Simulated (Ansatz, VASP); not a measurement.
## BePd in VASP and in Ansatz

Contents of INCAR:

```
SYSTEM = BePd
ALGO = Normal ; EDIFF = 1E-6
ENCUT = 520 ; GGA = CA
ISIF = 2 ; ISMEAR = -1
LASPH = .True. ; LCHARG = .True.
LELF = .True. ; LREAL = .False.
LVHAR = .True. ; LWAVE = .False.
NBANDS = 13 ; NELM = 80
PREC = Accurate ; SIGMA = 0.08
```

File KPOINTS:

```
k-points
0
Gamma
  12 12 12
  0 0 0
```

Contents of POSCAR:

```
BePd
1.0
    2.8130000000      0.0000000000      0.0000000000
    0.0000000000      2.8130000000      0.0000000000
    0.0000000000      0.0000000000      2.7567400000
Be Pd
1 1
Direct
    0.0000000000      0.0000000000      0.0000000000
    0.5000000000      0.5000000000      0.5000000000
```

Input for Ansatz:

```yaml
crystal:
  lattice:
    - [2.813, 0.0, 0.0]
    - [0.0, 2.813, 0.0]
    - [0.0, 0.0, 2.75674]
  atoms:
    - { symbol: Be, position: [0.0, 0.0, 0.0] }
    - { symbol: Pd, position: [0.5, 0.5, 0.5] }
kpoints:
  mp_grid: { grid: [12, 12, 12] }
  band_path:
    path:
      - [0.0, 0.0, 0.0]
      - [0.0, 0.5, 0.0]
      - [0.5, 0.5, 0.0]
      - [0.0, 0.0, 0.0]
      - [0.0, 0.0, 0.5]
      - [0.0, 0.5, 0.5]
      - [0.5, 0.5, 0.5]
      - [0.0, 0.0, 0.5]
      - [0.0, 0.5, 0.0]
    npoints: 5
scf:
  occupations: { method: fermi_dirac, width: 0.08 }
hamiltonian:
  xc: lda
  pseudopotentials: { kind: all_electron, lapw: { basis_error: 0.001 } }
output:
  forces: true
  stress: true
  eigenvalues: true
```

Change from the starting cell: zz strain of -2 %.

Alike in both runs: task single point; functional LDA; k mesh 12 × 12 × 12; occupations fermi-dirac, width 0.08 eV; no spin polarisation.

|  | VASP | Ansatz |
| --- | --- | --- |
| version | VASP 6.6.1 | Ansatz 0.2.0 |
| potentials or method | VASP PAW LDA potentials, release 64 (Be, Pd), cutoff 520 eV | all-electron LAPW, scalar-relativistic |

```csv
,VASP,Ansatz,Ansatz less VASP
pressure (GPa),-3.7,-4.4,-0.67
"traceless stress, the component that is largest in VASP (GPa)",1.09,1.08,-0.012
```

LDA's correlation is that of Perdew and Zunger in VASP and of Perdew and Wang (1992) in Ansatz. Ansatz ran all-electron here, and VASP with PAW potentials.
